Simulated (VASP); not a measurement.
# BaTiO3 (Amm2) in VASP: dielectric tensor with PBE

Aim: the dielectric tensor of BaTiO3 with PBE.

Program: VASP 6.6.1. These are calculated values, not measurements. Logs are shortened: lines on timing, memory, paths and dates and some standing lists are left out, and cuts for length are marked.

**1. The cell of the first run**

Symmetry: Amm2, No. 38, orthorhombic system. Conventional cell: a = 3.963 Å, b = 5.716 Å, c = 5.748 Å, α = 90.00°, β = 90.00°, γ = 90.00°. Ba (site symmetry mm2) has 12 O at 2.77 to 2.98 Å and 8 Ti at 3.42 to 3.57 Å within 3.7 Å. Within 2.5 Å of Ti (site symmetry mm2) lie 6 O at 1.85 to 2.21 Å. Within 2.5 Å of O (site symmetry m) lie 2 Ti at 1.85 to 2.21 Å. O (site symmetry mm2) has 2 Ti at 1.99 Å within 2.6 Å.

**2. Dielectric tensor, PBE**

File INCAR:

```
PREC = Accurate ; ENCUT = 520
EDIFF = 1E-8 ; ISMEAR = 0
SIGMA = 0.01 ; LREAL = F
LASPH = T ; NELM = 60
ALGO = Normal ; ISIF = 2
LWAVE = F ; LCHARG = F
GGA = PE ; LEPSILON = T
```

File KPOINTS:

```
Automatic mesh
0
Gamma
  6 6 6
```

File POSCAR:

```
BaTiO3
1.0
    3.9631984559      0.0000000000      0.0000000000
    0.0000000000      2.8578841584      2.8741958894
    0.0000000000     -2.8578841584      2.8741958894
Ba Ti O
1 1 3
Direct
    0.0000000000      0.0049647913      0.0049647913
    0.5000000000      0.5205652018      0.5205652018
    0.5000000000      0.9767600036      0.4907771774
    0.5000000000      0.4907771774      0.9767600036
    0.0000000000      0.4868328260      0.4868328260
```

Potentials or basis: VASP PAW PBE potentials, release 64 (Ba_sv, Ti_sv, O).

Launch:

```bash
$ cat potpaw_PBE.64/Ba_sv/POTCAR potpaw_PBE.64/Ti_sv/POTCAR potpaw_PBE.64/O/POTCAR > POTCAR
$ mpirun -np 1 vasp_std > vasp.out
```

OUTCAR:

```text
PREC = Accurate
   ENCUT = 520
   EDIFF = 1E-8
   ISMEAR = 0
   LREAL = F
   LASPH = T
   NELM = 60
   ISIF = 2
   GGA = PE
   LEPSILON = T

 ion  position               nearest neighbor table
   1  0.000  0.005  0.005-   5 2.77   4 2.80   3 2.80   3 2.80   4 2.80   5 2.86   5 2.86   4 2.88
                             3 2.88   3 2.88   4 2.88   5 2.98   2 3.42   2 3.42   2 3.48   2 3.48
   2  0.500  0.521  0.521-   3 1.85   4 1.85   5 1.99   5 1.99   3 2.21   4 2.21   1 3.42   1 3.42
                             1 3.48   1 3.48   1 3.48   1 3.48   1 3.57   1 3.57
   3  0.500  0.977  0.491-   2 1.85   2 2.21   1 2.80   1 2.80   1 2.88   1 2.88
   4  0.500  0.491  0.977-   2 1.85   2 2.21   1 2.80   1 2.80   1 2.88   1 2.88
   5  0.000  0.487  0.487-   2 1.99   2 1.99   1 2.77   1 2.86   1 2.86   1 2.98

  LATTYP: Found a base centered orthorhombic cell.
 ALAT       =     5.7157683168
 B/A-ratio  =     1.0057076250
 C/A-ratio  =     0.6933798286

  Lattice vectors:

 A1 = (   0.0000000000,   2.8578841584,  -2.8741958894)
 A2 = (   0.0000000000,   2.8578841584,   2.8741958894)
 A3 = (   3.9631984559,   0.0000000000,   0.0000000000)

Analysis of symmetry for initial positions (statically):
=====================================================================
 Subroutine PRICEL returns:
 Original cell was already a primitive cell.

 Routine SETGRP: Setting up the symmetry group for a
 base centered orthorhombic supercell.

 Subroutine GETGRP returns: Found  4 space group operations
 (whereof  4 operations were pure point group operations)
 out of a pool of  8 trial point group operations.

The static configuration has the point symmetry C_2v.

Analysis of symmetry for dynamics (positions and initial velocities):
=====================================================================
 Subroutine PRICEL returns:
 Original cell was already a primitive cell.

 Routine SETGRP: Setting up the symmetry group for a
 base centered orthorhombic supercell.

 Subroutine GETGRP returns: Found  4 space group operations
 (whereof  4 operations were pure point group operations)
 out of a pool of  8 trial point group operations.

The dynamic configuration has the point symmetry C_2v.

 Subroutine INISYM returns: Found  4 space group operations
 (whereof  4 operations are pure point group operations),
 and found     1 'primitive' translations

----------------------------------------------------------------------------------------

                                     Primitive cell

  volume of cell :      65.1084

  direct lattice vectors                    reciprocal lattice vectors
     3.963198456  0.000000000  0.000000000     0.252321455  0.000000000  0.000000000
     0.000000000  2.857884158  2.874195889     0.000000000  0.174954607  0.173961699
     0.000000000 -2.857884158  2.874195889     0.000000000 -0.174954607  0.173961699

  length of vectors
     3.963198456  4.053209083  4.053209083     0.252321455  0.246722085  0.246722085

  position of ions in fractional coordinates (direct lattice)
     0.000000000  0.004964791  0.004964791
     0.500000000  0.520565202  0.520565202
     0.500000000  0.976760004  0.490777177
     0.500000000  0.490777177  0.976760004
     0.000000000  0.486832826  0.486832826

  ion indices of the primitive-cell ions
   primitive index   ion index
                 1           1
                 2           2
                 3           3
                 4           4
                 5           5

----------------------------------------------------------------------------------------

 KPOINTS: Automatic mesh

Automatic generation of k-mesh.
 Grid dimensions read from file:
 generate k-points for:    6    6    6

 Generating k-lattice:

  Cartesian coordinates                     Fractional coordinates (reciprocal lattice)
[... 94 lines left out ...]
  volume of cell :       65.11
 maximum number of plane-waves:      1781
 NGX is ok and might be reduce to    30
   NGX = 15   NGY = 15   NGZ = 15

--------------------------------------- Ionic step        1  -------------------------------------------

 number of electron      40.0000000 magnetization

 E-fermi :   3.8171     XC(G=0): -11.1578

 val. band max:        3.7146347116   @ k =   0.5000   0.5000   0.5000
 cond. band min:       5.9587819605   @ k =   0.0000   0.0000   0.0000
 fundamental gap:      2.2441472489
 Fermi energy:         3.8171496427

 k-point     1 :       0.0000    0.0000    0.0000
  band No.  band energies     occupation
      1     -52.6513      2.00000
      2     -28.9274      2.00000
      3     -28.9265      2.00000
      4     -28.8600      2.00000
      5     -21.1851      2.00000
      6     -13.1361      2.00000
[... 637 lines left out ...]
     23       7.7695      0.00000
     24       9.2513      0.00000

 [... further k-points ...]

  FORCE on cell =-STRESS in cart. coord.  units (eV):
  Direction    XX          YY          ZZ          XY          YZ          ZX
  --------------------------------------------------------------------------------------
  -------------------------------------------------------------------------------------
  Total        1.9521245      2.0404357      1.9676133      0.0000000      0.0000000      0.0000000
  in kB       48.0375997     50.2107480     48.4187458      0.0000000      0.0000000      0.0000000
  external PRESSURE =      48.8890312 kB  Pullay stress =       0.0000000 kB

 VOLUME and BASIS-vectors are now :
 -----------------------------------------------------------------------------
  energy-cutoff  :      520.00
  volume of cell :       65.11
      direct lattice vectors                 reciprocal lattice vectors
     3.963198456  0.000000000  0.000000000     0.252321455  0.000000000  0.000000000
     0.000000000  2.857884158  2.874195889     0.000000000  0.174954607  0.173961699
     0.000000000 -2.857884158  2.874195889     0.000000000 -0.174954607  0.173961699

 POSITION                                       TOTAL-FORCE (eV/Angst)
 -----------------------------------------------------------------------------------
      0.00000      0.00000      0.02854         0.000000      0.000000     -0.018397
      1.98160      0.00000      2.99241         0.000000      0.000000     -0.134263
      1.98160      1.38888      4.21799         0.000000      0.125715      0.091061
      1.98160     -1.38888      4.21799         0.000000     -0.125715      0.091061
      0.00000      0.00000      2.79851         0.000000      0.000000     -0.029461
 -----------------------------------------------------------------------------------
    total drift:                                0.000000     -0.000001     -0.000332

  FREE ENERGIE OF THE ION-ELECTRON SYSTEM (eV)
  ---------------------------------------------------
  free  energy   TOTEN  =       -40.0201228258 eV

  energy  without entropy=      -40.0201228258  energy(sigma->0) =      -40.02012283

 HEAD OF MICROSCOPIC STATIC DIELECTRIC TENSOR (INDEPENDENT PARTICLE, excluding Hartree and local field effects)
 ------------------------------------------------------
           6.287102     0.000000     0.000000
           0.000000     6.245870     0.000000
           0.000000     0.000000     5.818457
 ------------------------------------------------------

 Free energy of the ion-electron system (eV)
  ---------------------------------------------------
  ---------------------------------------------------
  free energy    TOTEN  =        -0.98072404 eV

  energy without entropy =       -0.98072404

------------------------ aborting loop because EDIFF is reached ----------------------------------------

--------------------------------------- Ionic step        2  -------------------------------------------

------------------------ aborting loop because EDIFF is reached ----------------------------------------

--------------------------------------- Ionic step        3  -------------------------------------------

 Free energy of the ion-electron system (eV)
  ---------------------------------------------------
  ---------------------------------------------------
  free energy    TOTEN  =        -0.83515190 eV

  energy without entropy =       -0.83515190

------------------------ aborting loop because EDIFF is reached ----------------------------------------

 PIEZOELECTRIC TENSOR FIELD DIRECTION 3  (e Angst)
 -----------------------------------------------------------------------------
     0.95062  0.00000  0.00000           ( -0.13479  0.00000  0.00000)
     0.00000  0.39189  0.00000           (  0.00000  0.68461  0.00000)
     0.00000  0.00000  1.13870           (  0.00000  0.00000  0.46738)

 PIEZOELECTRIC TENSOR FIELD DIRECTION 3  (C/m^2)
 -----------------------------------------------------------------------------
     0.23393  0.00000  0.00000
     0.00000  0.09643  0.00000
     0.00000  0.00000  0.28021

 MACROSCOPIC STATIC DIELECTRIC TENSOR (including local field effects in DFT)
 ------------------------------------------------------
           6.129222     0.000000     0.000000
           0.000000     5.833402     0.000000
           0.000000     0.000000     5.344552
 ------------------------------------------------------

 PIEZOELECTRIC TENSOR (including local field effects)  for field in x, y, z        (e  Angst)
          XX          YY          ZZ          XY          YZ          ZX
  --------------------------------------------------------------------------------
  x     0.00000     0.00000     0.00000     0.00000     0.00000     0.46249
  y     0.00000     0.00000     0.00000     0.00000    -0.17777     0.00000
  z     0.95062     0.39189     1.13870     0.00000     0.00000     0.00000

 PIEZOELECTRIC TENSOR (including local field effects)  for field in x, y, z        (C/m^2)
          XX          YY          ZZ          XY          YZ          ZX
  --------------------------------------------------------------------------------
  x     0.00000     0.00000     0.00000     0.00000     0.00000     0.11381
  y     0.00000     0.00000     0.00000     0.00000    -0.04375     0.00000
  z     0.23393     0.09643     0.28021     0.00000     0.00000     0.00000

 BORN EFFECTIVE CHARGES (including local field effects) (in |e|, cummulative output)
 ---------------------------------------------------------------------------------
 ion    1
    1     2.71148     0.00000     0.00000
    2     0.00000     2.83592     0.00000
    3     0.00000     0.00000     2.77646
 ion    2
    1     6.82886     0.00000     0.00000
    2     0.00000     6.22262     0.00000
    3     0.00000     0.00000     5.23902
 ion    3
    1    -2.01309     0.00000     0.00000
    2     0.00000    -3.56707    -1.50722
    3     0.00000    -1.27858    -3.02411
 ion    4
    1    -2.01309     0.00000     0.00000
    2     0.00000    -3.56707     1.50722
    3     0.00000     1.27858    -3.02411
 ion    5
    1    -5.51417     0.00000     0.00000
    2     0.00000    -1.92441     0.00000
    3     0.00000     0.00000    -1.96726
```

Run time: 24 min. Hardware: 1 thread of Intel Xeon 6975P-C, shared host; peak memory 0.43 GiB.

What came out:

| Property | Result |
| --- | --- |
| Band gap on the k mesh | 2.24 eV, indirect (least direct gap 2.70 eV) |
| Electronic dielectric tensor (diagonal) | 6.13, 5.83, 5.34 |
| Born charges (mean of the diagonal) | Ba +2.77; Ti +6.10; O -2.87, -3.14 e |

Levels at points of the mesh, in eV from the valence-band top:
```
           k point  band 16  band 17  band 18  band 19  band 20  band 21  band 22  band 23  band 24
(0.00, 0.00, 0.00)    -1.36    -1.13    -0.58    -0.54    -0.46     2.24     2.48     2.55     4.38
(0.50, 0.00, 0.00)    -2.19    -1.68    -1.54    -1.23    -1.09     2.65     3.67     3.87     4.36
(0.00, 0.50, 0.00)    -1.89    -1.85    -1.69    -0.98    -0.80     2.48     3.73     3.75     4.37
(0.50, 0.50, 0.00)    -2.65    -1.70    -0.96    -0.93    -0.08     3.78     3.80     4.13     4.81
(0.00, 0.50, 0.50)    -2.68    -1.62    -0.94    -0.86    -0.29     3.73     3.78     4.04     5.13
(0.50, 0.50, 0.50)    -2.43    -2.40    -0.21    -0.02     0.00     4.25     4.29     4.42     6.40
```

Electronic dielectric tensor:
```
6.13 0.00 0.00
0.00 5.83 0.00
0.00 0.00 5.34
```

Born effective charge tensors (e):
atom 1, Ba
```
2.71 0.00 0.00
0.00 2.84 0.00
0.00 0.00 2.78
```
atom 2, Ti
```
6.83 0.00 0.00
0.00 6.22 0.00
0.00 0.00 5.24
```
atom 3, O
```
-2.01  0.00  0.00
 0.00 -3.57 -1.51
 0.00 -1.28 -3.02
```
atom 4, O
```
-2.01  0.00  0.00
 0.00 -3.57  1.51
 0.00  1.28 -3.02
```
atom 5, O
```
-5.51  0.00  0.00
 0.00 -1.92  0.00
 0.00  0.00 -1.97
```

Caveat: spin-orbit coupling is left out, which moves the levels of the heavy elements. A k mesh can miss the band edges.
